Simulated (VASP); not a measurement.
# La2O3 (P-3m1) in VASP: dielectric tensor with PBE

Aim: the dielectric tensor of La2O3 with PBE.

All numbers are computed with VASP 6.6.1; they aren't measurements. Logs are shortened: lines on timing, memory, paths and dates and some standing lists are left out, and cuts for length are marked.

## 1. The cell of the first run

It takes space group P-3m1 (No. 164, trigonal). Conventional cell: a = 3.935 Å, b = 3.935 Å, c = 6.126 Å, α = 90.00°, β = 90.00°, γ = 120.00°. La (site symmetry 3m) has 7 O at 2.37 to 2.73 Å within 3.1 Å. Within 3.2 Å of O (site symmetry 3m) lie 4 La at 2.37 to 2.45 Å and 6 O at 2.89 to 3.14 Å. Within 3.6 Å of O (site symmetry -3m) lie 6 La at 2.73 Å and 6 O at 3.14 Å.

## 2. Dielectric tensor, PBE

File INCAR:

```
SYSTEM = La2O3
PREC = Accurate
ENCUT = 520
EDIFF = 1E-8
ISMEAR = 0
SIGMA = 0.01
LREAL = .FALSE.
LASPH = .TRUE.
NELM = 60
ALGO = Normal
ISIF = 2
LWAVE = .FALSE.
LCHARG = .FALSE.
GGA = PE
LEPSILON = .TRUE.
```

File KPOINTS:

```
Automatic mesh
0
G
  6 6 4
  0 0 0
```

File POSCAR:

```
La2O3
1.0
    3.9351015445      0.0000000000      0.0000000000
   -1.9675507723      3.4078979040      0.0000000000
    0.0000000000      0.0000000000      6.1262271529
La O
2 3
Direct
    0.6666666667      0.3333333333      0.7538431649
    0.3333333333      0.6666666667      0.2461568351
    0.6666666667      0.3333333333      0.3538862904
    0.3333333333      0.6666666667      0.6461137096
    0.0000000000      0.0000000000      0.0000000000
```

Potentials or basis: VASP PAW PBE potentials, release 64 (La, O).

Run with:

```bash
$ cat potpaw_PBE.64/La/POTCAR potpaw_PBE.64/O/POTCAR > POTCAR
$ mpirun -np 1 vasp_std > vasp.out
```

OUTCAR:

```text
SYSTEM = La2O3
   PREC = Accurate
   ENCUT = 520
   EDIFF = 1E-8
   ISMEAR = 0
   LREAL = .FALSE.
   LASPH = .TRUE.
   NELM = 60
   ISIF = 2
   GGA = PE
   LEPSILON = .TRUE.

 ion  position               nearest neighbor table
   1  0.667  0.333  0.754-   4 2.37   4 2.37   4 2.37   3 2.45   5 2.73   5 2.73   5 2.73
   2  0.333  0.667  0.246-   3 2.37   3 2.37   3 2.37   4 2.45   5 2.73   5 2.73   5 2.73
   3  0.667  0.333  0.354-   2 2.37   2 2.37   2 2.37   1 2.45
   4  0.333  0.667  0.646-   1 2.37   1 2.37   1 2.37   2 2.45
   5  0.000  0.000  0.000-   1 2.73   2 2.73   1 2.73   2 2.73   1 2.73   2 2.73

  LATTYP: Found a hexagonal cell.
 ALAT       =     3.9351015445
 C/A-ratio  =     1.5568155189

  Lattice vectors:

 A1 = (   3.9351015445,   0.0000000000,   0.0000000000)
 A2 = (  -1.9675507723,   3.4078979040,   0.0000000000)
 A3 = (   0.0000000000,   0.0000000000,   6.1262271529)

Analysis of symmetry for initial positions (statically):
=====================================================================
 Subroutine PRICEL returns:
 Original cell was already a primitive cell.

 Routine SETGRP: Setting up the symmetry group for a
 hexagonal supercell.

 Subroutine GETGRP returns: Found 12 space group operations
 (whereof 12 operations were pure point group operations)
 out of a pool of 24 trial point group operations.

The static configuration has the point symmetry D_3d.

Analysis of symmetry for dynamics (positions and initial velocities):
=====================================================================
 Subroutine PRICEL returns:
 Original cell was already a primitive cell.

 Routine SETGRP: Setting up the symmetry group for a
 hexagonal supercell.

 Subroutine GETGRP returns: Found 12 space group operations
 (whereof 12 operations were pure point group operations)
 out of a pool of 24 trial point group operations.

The dynamic configuration has the point symmetry D_3d.

 Subroutine INISYM returns: Found 12 space group operations
 (whereof 12 operations are pure point group operations),
 and found     1 'primitive' translations

----------------------------------------------------------------------------------------

                                     Primitive cell

[... 816 lines left out ...]
      0.00000      0.00000      0.00000         0.000000      0.000000      0.000000
 -----------------------------------------------------------------------------------
    total drift:                               -0.000000      0.000000     -0.000000

  FREE ENERGIE OF THE ION-ELECTRON SYSTEM (eV)
  ---------------------------------------------------
  free  energy   TOTEN  =       -41.8209603112 eV

  energy  without entropy=      -41.8209603112  energy(sigma->0) =      -41.82096031

 HEAD OF MICROSCOPIC STATIC DIELECTRIC TENSOR (INDEPENDENT PARTICLE, excluding Hartree and local field effects)
 ------------------------------------------------------
           4.979004    -0.000000     0.000000
          -0.000000     4.979004     0.000000
          -0.000000     0.000000     4.881440
 ------------------------------------------------------

 Free energy of the ion-electron system (eV)
  ---------------------------------------------------
  ---------------------------------------------------
  free energy    TOTEN  =        -0.93326465 eV

  energy without entropy =       -0.93326465

------------------------ aborting loop because EDIFF is reached ----------------------------------------

--------------------------------------- Ionic step        2  -------------------------------------------

------------------------ aborting loop because EDIFF is reached ----------------------------------------

--------------------------------------- Ionic step        3  -------------------------------------------

 Free energy of the ion-electron system (eV)
  ---------------------------------------------------
  ---------------------------------------------------
  free energy    TOTEN  =        -0.90648204 eV

  energy without entropy =       -0.90648204

------------------------ aborting loop because EDIFF is reached ----------------------------------------

 PIEZOELECTRIC TENSOR FIELD DIRECTION 3  (e Angst)
 -----------------------------------------------------------------------------
     0.00230 -0.00000  0.00000           (  0.00002 -0.00000  0.00000)
    -0.00000  0.00230  0.00000           ( -0.00000  0.00002  0.00000)
     0.00000 -0.00000 -0.00640           (  0.00000  0.00000 -0.00013)

 PIEZOELECTRIC TENSOR FIELD DIRECTION 3  (C/m^2)
 -----------------------------------------------------------------------------
     0.00045 -0.00000  0.00000
    -0.00000  0.00045  0.00000
     0.00000 -0.00000 -0.00125

 MACROSCOPIC STATIC DIELECTRIC TENSOR (including local field effects in DFT)
 ------------------------------------------------------
           4.811785    -0.000000     0.000000
          -0.000000     4.811785     0.000000
           0.000000     0.000000     4.704357
 ------------------------------------------------------

 PIEZOELECTRIC TENSOR (including local field effects)  for field in x, y, z        (e  Angst)
          XX          YY          ZZ          XY          YZ          ZX
  --------------------------------------------------------------------------------
  x     0.00000     0.00000     0.00000     0.00000     0.00000     0.00000
  y     0.00000     0.00000     0.00000     0.00000     0.00000     0.00000
  z     0.00000     0.00000     0.00000     0.00000     0.00000     0.00000

 PIEZOELECTRIC TENSOR (including local field effects)  for field in x, y, z        (C/m^2)
          XX          YY          ZZ          XY          YZ          ZX
  --------------------------------------------------------------------------------
  x     0.00000     0.00000     0.00000     0.00000     0.00000     0.00000
  y     0.00000     0.00000     0.00000     0.00000     0.00000     0.00000
  z     0.00000     0.00000     0.00000     0.00000     0.00000     0.00000

 BORN EFFECTIVE CHARGES (including local field effects) (in |e|, cummulative output)
 ---------------------------------------------------------------------------------
 ion    1
    1     4.21479    -0.00000     0.00000
    2    -0.00000     4.21479    -0.00000
    3    -0.00000     0.00000     3.82501
 ion    2
    1     4.21479    -0.00000    -0.00000
    2    -0.00000     4.21479    -0.00000
    3    -0.00000     0.00000     3.82501
 ion    3
    1    -2.86008     0.00000    -0.00000
    2     0.00000    -2.86008     0.00000
    3     0.00000     0.00000    -2.53537
 ion    4
    1    -2.86008     0.00000     0.00000
    2     0.00000    -2.86008     0.00000
    3    -0.00000    -0.00000    -2.53537
 ion    5
    1    -2.70942     0.00000     0.00000
    2     0.00000    -2.70942     0.00000
    3    -0.00000     0.00000    -2.57929
```

OSZICAR:

```text
[... 13 lines left out ...]
RMM:  23    -0.906465822063E+00   -0.20716E-04    0.59231E-06  2782   0.379E-03    0.825E-04
RMM:  24    -0.906475033255E+00   -0.92112E-05    0.40056E-06  2711   0.319E-03    0.687E-04
RMM:  25    -0.906478489498E+00   -0.34562E-05    0.48569E-06  2725   0.312E-03    0.279E-04
RMM:  26    -0.906479415262E+00   -0.92576E-06    0.27346E-06  2809   0.280E-03    0.418E-05
RMM:  27    -0.906474932948E+00    0.44823E-05    0.34250E-06  2728   0.250E-03    0.145E-04
RMM:  28    -0.906478576089E+00   -0.36431E-05    0.15887E-06  2707   0.236E-03    0.539E-05
RMM:  29    -0.906478445562E+00    0.13053E-06    0.31032E-06  2559   0.221E-03    0.599E-05
RMM:  30    -0.906480307313E+00   -0.18618E-05    0.27095E-06  2625   0.216E-03    0.310E-05
RMM:  31    -0.906482043521E+00   -0.17362E-05    0.19049E-06  2679   0.212E-03    0.445E-06
```

stdout:

```text
POSCAR found type information on POSCAR LaO
 POSCAR found :  2 types and       5 ions
 scaLAPACK will be used
 LDA part: xc-table for (Slater+PW92), standard interpolation
 POSCAR, INCAR and KPOINTS ok, starting setup
 FFT: planning ... GRIDC
 FFT: planning ... GRID_SOFT
 FFT: planning ... GRID
 WAVECAR not read
[... 22 lines left out ...]
 Linear response to external field (no local field effect), progress :
  Direction:   3
 dielectric tensor                  component  3 :     0.091    -0.021     4.881
 Linear response to external field, progress :
  Direction:   1
 dielectric tensor                  component  1 :     4.812    -0.009     0.042
 Linear response to external field, progress :
  Direction:   2
 dielectric tensor                  component  2 :    -0.009     4.812     0.000
 Linear response to external field, progress :
  Direction:   3
 dielectric tensor                  component  3 :     0.097    -0.022     4.704
 Born effective charges drift removed
```

Wall time 52 min (1 thread of AMD EPYC 7R43 (Zen 3), shared host); peak memory 0.38 GiB.

What came out:

```
Band gap on the k mesh                  : 3.86 eV (least direct gap 3.98 eV)
Electronic dielectric tensor (diagonal) : 4.81, 4.81, 4.70
Born charges (mean of the diagonal)     : La +4.08; O -2.75, -2.67 (each value once) e
```

Electronic dielectric tensor:
```
4.81 0.00 0.00
0.00 4.81 0.00
0.00 0.00 4.70
```

Born effective charge tensors (e):
atom 1, La
```
4.21 0.00 0.00
0.00 4.21 0.00
0.00 0.00 3.83
```
atom 2, La
```
4.21 0.00 0.00
0.00 4.21 0.00
0.00 0.00 3.83
```
atom 3, O
```
-2.86  0.00  0.00
 0.00 -2.86  0.00
 0.00  0.00 -2.54
```
atom 4, O
```
-2.86  0.00  0.00
 0.00 -2.86  0.00
 0.00  0.00 -2.54
```
atom 5, O
```
-2.71  0.00  0.00
 0.00 -2.71  0.00
 0.00  0.00 -2.58
```

Caveat: spin-orbit coupling is left out, which moves the levels of the heavy elements.
